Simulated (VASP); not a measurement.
# LiF (P6_3mc) in VASP: further runs, part 2 of 2

VASP 6.6.1. The steps go on from the part before.

## (5) Single point, PBE (c/a of the conventional cell at fixed volume 1.5180)

Contents of INCAR:

```
SYSTEM = LiF
PREC = Accurate ; ENCUT = 520
EDIFF = 1E-6 ; ISMEAR = 0
SIGMA = 0.05 ; LREAL = .FALSE.
LASPH = .TRUE. ; NELM = 80
ALGO = Normal ; ISIF = 2
LWAVE = .FALSE. ; LCHARG = .TRUE.
GGA = PE ; LELF = .TRUE.
LVHAR = .TRUE. ; NBANDS = 18
```

Contents of KPOINTS:

```
Automatic mesh
0
G
  9 9 6
  0 0 0
```

Contents of POSCAR:

```
LiF
1.0
    3.1599600852      0.0000000000      0.0000000000
   -1.5799800426      2.7366057088      0.0000000000
    0.0000000000      0.0000000000      4.7968194094
Li F
2 2
Direct
    0.3333333333      0.6666666667      0.4116718394
    0.6666666667      0.3333333333      0.9116718394
    0.3333333333      0.6666666667      0.9939266766
    0.6666666667      0.3333333333      0.4939266766
```

Potentials or basis: VASP PAW PBE potentials, release 64 (Li_sv, F).

On the command line:

```console
$ cat potpaw_PBE.64/Li_sv/POTCAR potpaw_PBE.64/F/POTCAR > POTCAR
$ mpirun -np 1 vasp_std > vasp.out
```

OUTCAR:

```text
SYSTEM = LiF
   PREC = Accurate
   ENCUT = 520
   EDIFF = 1E-6
   ISMEAR = 0
   LREAL = .FALSE.
   LASPH = .TRUE.
   NELM = 80
   ISIF = 2
   GGA = PE

 ion  position               nearest neighbor table
   1  0.333  0.667  0.412-   4 1.87   4 1.87   4 1.87   3 2.00
   2  0.667  0.333  0.912-   3 1.87   3 1.87   3 1.87   4 2.00
   3  0.333  0.667  0.994-   2 1.87   2 1.87   2 1.87   1 2.00
   4  0.667  0.333  0.494-   1 1.87   1 1.87   1 1.87   2 2.00

  LATTYP: Found a hexagonal cell.
 ALAT       =     3.1599600852
 C/A-ratio  =     1.5180000000

  Lattice vectors:

 A1 = (   3.1599600852,   0.0000000000,   0.0000000000)
 A2 = (  -1.5799800426,   2.7366057088,   0.0000000000)
 A3 = (   0.0000000000,   0.0000000000,   4.7968194094)

Analysis of symmetry for initial positions (statically):
=====================================================================
 Subroutine PRICEL returns:
 Original cell was already a primitive cell.

 Routine SETGRP: Setting up the symmetry group for a
 hexagonal supercell.

 Subroutine GETGRP returns: Found 12 space group operations
 (whereof  6 operations were pure point group operations)
 out of a pool of 24 trial point group operations.

The static configuration has the point symmetry C_3v.
 The point group associated with its full space group is C_6v.

Analysis of symmetry for dynamics (positions and initial velocities):
=====================================================================
 Subroutine PRICEL returns:
 Original cell was already a primitive cell.

 Routine SETGRP: Setting up the symmetry group for a
 hexagonal supercell.

 Subroutine GETGRP returns: Found 12 space group operations
 (whereof  6 operations were pure point group operations)
 out of a pool of 24 trial point group operations.

The dynamic configuration has the point symmetry C_3v.
 The point group associated with its full space group is C_6v.

 Subroutine INISYM returns: Found 12 space group operations
 (whereof  6 operations are pure point group operations),
 and found     1 'primitive' translations

----------------------------------------------------------------------------------------

                                     Primitive cell

  volume of cell :      41.4808

  direct lattice vectors                    reciprocal lattice vectors
     3.159960085  0.000000000  0.000000000     0.316459693  0.182708089  0.000000000
    -1.579980043  2.736605709  0.000000000     0.000000000  0.365416178  0.000000000
     0.000000000  0.000000000  4.796819409     0.000000000  0.000000000  0.208471471

  length of vectors
     3.159960085  3.159960085  4.796819409     0.365416178  0.365416178  0.208471471

  position of ions in fractional coordinates (direct lattice)
     0.333333333  0.666666667  0.411671839
     0.666666667  0.333333333  0.911671839
     0.333333333  0.666666667  0.993926677
     0.666666667  0.333333333  0.493926677

  ion indices of the primitive-cell ions
   primitive index   ion index
                 1           1
                 2           2
                 3           3
                 4           4

----------------------------------------------------------------------------------------

[... 26 lines left out ...]
  0.000000  0.000000  0.000000      1.000000
  0.111111  0.000000  0.000000      6.000000
  0.222222  0.000000  0.000000      6.000000
  0.333333  0.000000  0.000000      6.000000
  0.444444  0.000000  0.000000      6.000000
  0.111111  0.111111  0.000000      6.000000
[... 16 lines left out ...]
  0.333333  0.222222  0.166667     24.000000
  0.333333  0.333333  0.166667      4.000000
 [... further k-points ...]
   k-points           NKPTS =     48   k-points in BZ     NKDIM =     48   number of bands    NBANDS=     18
   number of dos      NEDOS =    301   number of ions     NIONS =      4
   total plane-waves  NPLWV =  20736
   dimension x,y,z NGX =    24 NGY =   24 NGZ =   36
   dimension x,y,z NGXF=    48 NGYF=   48 NGZF=   72
   ions per type =               2   2
   NGX,Y,Z   is equivalent  to a cutoff of  12.63, 12.63, 12.48 a.u.
   NGXF,Y,Z  is equivalent  to a cutoff of  25.25, 25.25, 24.95 a.u.
 SYSTEM =  LiF
   PREC   = accura    normal or accurate (medium, high low for compatibility)
   ISTART =      0    job   : 0-new  1-cont  2-samecut
   ICHARG =      2    charge: 1-file 2-atom 10-const
   ISPIN  =      1    spin polarized calculation?
   LNONCOLLINEAR =      F non collinear calculations
   LSORBIT =      F    spin-orbit coupling
   LASPH  =      T    aspherical Exc in radial PAW
   ENCUT  =  520.0 eV  38.22 Ry    6.18 a.u.   5.88  5.88  8.92*2*pi/ulx,y,z
   NELM   =     80;   NELMIN=  2; NELMDL= -5     # of ELM steps
   EDIFF  = 0.1E-05   stopping-criterion for ELM
   LREAL  =      F    real-space projection
   EDIFFG = 0.1E-04   stopping-criterion for IOM
   NSW    =      0    number of steps for IOM
   IBRION =     -1    ionic relax: 0-MD 1-quasi-New 2-CG
   NFREE  =      0    steps in history (QN), initial steepest desc. (CG)
   ISIF   =      2    stress and relaxation
   ISYM   =      2    0-nonsym 1-usesym 2-fastsym
   POTIM  = 0.5000    time-step for ionic-motion
   TEBEG  =    0.0;   TEEND  =   0.0 temperature during run
   PSTRESS=    0.0 pullay stress
   NELECT =      20.0000    total number of electrons
   NUPDOWN=      -1.0000    fix difference up-down
   EMIN   =  10.00;   EMAX   =-10.00  energy-range for DOS
   EFERMI =   0.00;   METHOD = LEGACY
   ISMEAR =     0;   SIGMA  =   0.05  broadening in eV -4-tet -1-fermi 0-gaus
   EFERMI_NEDOS =   21; number of points for ismear=-14 and -15
   IALGO  =     38    algorithm
   IMIX   =      4    mixing-type and parameters
     AMIX     =   0.40;   BMIX     =  1.00
     AMIX_MAG =   1.60;   BMIX_MAG =  1.00
  volume/ion in A,a.u.               =      10.37        69.98
  Fermi-wavevector in a.u.,A,eV,Ry     =   1.283716  2.425872 22.421420  1.647928
  Thomas-Fermi vector in A             =   2.415953
   LORBIT       =      0    0 simple, 1 ext, 2 COOP (PROOUT), +10 PAW based schemes
   GGA     = PE    functional components
   LHFCALC =     F    Hartree Fock is set to
   AEXX    =    0.0000 exact exchange contribution
   IVDW    =     0    specifies the selected vdW correction
   LEPSILON=     F    determine dielectric tensor
   LRPA    =     F    only Hartree local field effects (RPA)
 non-spin polarized calculation
 Gauss-broadening in eV      SIGMA  =   0.05
  energy-cutoff  :      520.00
  volume of cell :       41.48
 maximum number of plane-waves:      1134
 NGX is ok and might be reduce to    24
   NGX = 11   NGY = 11   NGZ = 17

 number of electron      20.0000013 magnetization

 Free energy of the ion-electron system (eV)
  ---------------------------------------------------
  ext. energy  EPLUGINS =         0.00000000
  ---------------------------------------------------
  free energy    TOTEN  =       -19.27400552 eV

  energy without entropy =      -19.27400552  energy(sigma->0) =      -19.27400552

 E-fermi :  -2.2507     XC(G=0):  -8.6474

 val. band max:       -2.4946776370   @ k =   0.0000   0.0000   0.0000
 cond. band min:       4.9215613142   @ k =   0.0000   0.0000   0.0000
 fundamental gap:      7.4162389512
 Fermi energy:        -2.2507257093

 k-point     1 :       0.0000    0.0000    0.0000
  band No.  band energies     occupation
      1     -43.2472      2.00000
      2     -43.2140      2.00000
      3     -22.0234      2.00000
      4     -21.7354      2.00000
      5      -4.7559      2.00000
      6      -3.1937      2.00000
[... 481 lines left out ...]
      5      -4.5815      2.00000
      6      -3.7366      2.00000
[... 10 lines left out ...]
     17      15.4492      0.00000
     18      17.9227      0.00000

 [... further k-points ...]

------------------------ aborting loop because EDIFF is reached ----------------------------------------

  FORCE on cell =-STRESS in cart. coord.  units (eV):
  Direction    XX          YY          ZZ          XY          YZ          ZX
  --------------------------------------------------------------------------------------
  -------------------------------------------------------------------------------------
  Total        0.1088182      0.1088182     -0.5006557      0.0000000      0.0000000      0.0000000
  in kB        4.2030553      4.2030553    -19.3375998      0.0000000      0.0000000      0.0000000
  external PRESSURE =      -3.6438298 kB  Pullay stress =       0.0000000 kB

 VOLUME and BASIS-vectors are now :
 -----------------------------------------------------------------------------
  energy-cutoff  :      520.00
  volume of cell :       41.48
      direct lattice vectors                 reciprocal lattice vectors
     3.159960085  0.000000000  0.000000000     0.316459693  0.182708089  0.000000000
    -1.579980043  2.736605709  0.000000000     0.000000000  0.365416178  0.000000000
     0.000000000  0.000000000  4.796819409     0.000000000  0.000000000  0.208471471

 POSITION                                       TOTAL-FORCE (eV/Angst)
 -----------------------------------------------------------------------------------
     -0.00000      1.82440      1.97472        -0.000000     -0.000000     -0.187129
      1.57998      0.91220      4.37313         0.000000     -0.000000     -0.187129
     -0.00000      1.82440      4.76769        -0.000000      0.000000      0.187129
      1.57998      0.91220      2.36928         0.000000      0.000000      0.187129
 -----------------------------------------------------------------------------------
    total drift:                                0.000001      0.000002     -0.000601

  FREE ENERGIE OF THE ION-ELECTRON SYSTEM (eV)
  ---------------------------------------------------
  free  energy   TOTEN  =       -19.2740055209 eV

  energy  without entropy=      -19.2740055209  energy(sigma->0) =      -19.27400552
```

OSZICAR:

```text
N       E                     dE             d eps       ncg     rms          rms(c)
DAV:   1     0.121907580836E+03    0.12191E+03   -0.10667E+04  1736   0.120E+03
DAV:   2    -0.100432307536E+02   -0.13195E+03   -0.12889E+03  1978   0.297E+02
DAV:   3    -0.206073673795E+02   -0.10564E+02   -0.10503E+02  3252   0.630E+01
DAV:   4    -0.206951779314E+02   -0.87811E-01   -0.87667E-01  2158   0.712E+00
DAV:   5    -0.206961386338E+02   -0.96070E-03   -0.96050E-03  2226   0.624E-01    0.734E+00
DAV:   6    -0.192111785280E+02    0.14850E+01   -0.41484E+00  1808   0.152E+01    0.231E+00
DAV:   7    -0.192358673856E+02   -0.24689E-01   -0.10985E-01  1982   0.233E+00    0.149E+00
DAV:   8    -0.192737829693E+02   -0.37916E-01   -0.60297E-02  1880   0.237E+00    0.357E-01
DAV:   9    -0.192728575756E+02    0.92539E-03   -0.57447E-03  2384   0.657E-01    0.101E-01
DAV:  10    -0.192740233233E+02   -0.11657E-02   -0.16600E-03  1850   0.272E-01    0.557E-02
DAV:  11    -0.192740030670E+02    0.20256E-04   -0.71005E-05  2290   0.751E-02    0.110E-02
DAV:  12    -0.192740052721E+02   -0.22051E-05   -0.85105E-06  1876   0.220E-02    0.185E-03
DAV:  13    -0.192740055209E+02   -0.24873E-06   -0.31306E-07  1780   0.464E-03
   1 F= -.19274006E+02 E0= -.19274006E+02  d E =-.267060E-14
```

It took 51 s on 1 thread of AMD EPYC 7R13 (Zen 3), shared host; peak memory 0.13 GiB.

Results:

```
Free energy            : -19.2740 eV
Largest force          : 0.187 eV/Å
Band gap on the k mesh : 7.42 eV, direct
```

Forces in eV/Å, atoms in the order of the input:
```
Li   0.000  0.000 -0.187
Li   0.000  0.000 -0.187
F    0.000  0.000  0.187
F    0.000  0.000  0.187
```

Levels at points of the mesh, in eV from the valence-band top:
| k point | band 8 | band 9 | band 10 | band 11 | band 12 | band 13 |
| --- | --- | --- | --- | --- | --- | --- |
| (0.00, 0.00, 0.00) | -0.37 | -0.37 | 0.00 | 7.42 | 11.87 | 14.86 |
| (0.00, 0.00, 0.50) | -0.54 | -0.54 | -0.54 | 9.21 | 9.21 | 17.20 |

Caveat: the cutoff is under 1.25 times the usual one of these potentials, so pressure, stress and relaxed cells hold a basis-set (Pulay) error. A k mesh can miss the band edges.

## (6) The runs side by side

```csv
cell,gap on the mesh (eV),largest force (eV/Å)
"a = 3.178, b = 3.178, c = 4.744 Å, angles 90.0, 90.0, 120.0°, 4 atoms",7.54,0.19
"a = 3.047, b = 3.047, c = 5.160 Å, angles 90.0, 90.0, 120.0°, 4 atoms",7.53,0.53
"a = 3.093, b = 3.093, c = 5.006 Å, angles 90.0, 90.0, 120.0°, 4 atoms",7.40,0.30
"a = 3.160, b = 3.160, c = 4.797 Å, angles 90.0, 90.0, 120.0°, 4 atoms",7.42,0.19
```

Alike in all rows: task single point; level PBE; potentials or basis VASP PAW PBE potentials, release 64 (Li_sv, F); no spin polarisation; k mesh 9 × 9 × 6; cutoff (eV) 520; smearing gaussian 0.05 eV.

Caveats: the cutoff is under 1.25 times the usual one of these potentials, so pressure, stress and relaxed cells hold a basis-set (Pulay) error.

Total energies depend on the potentials used, so only differences within one code and one set of settings carry meaning.
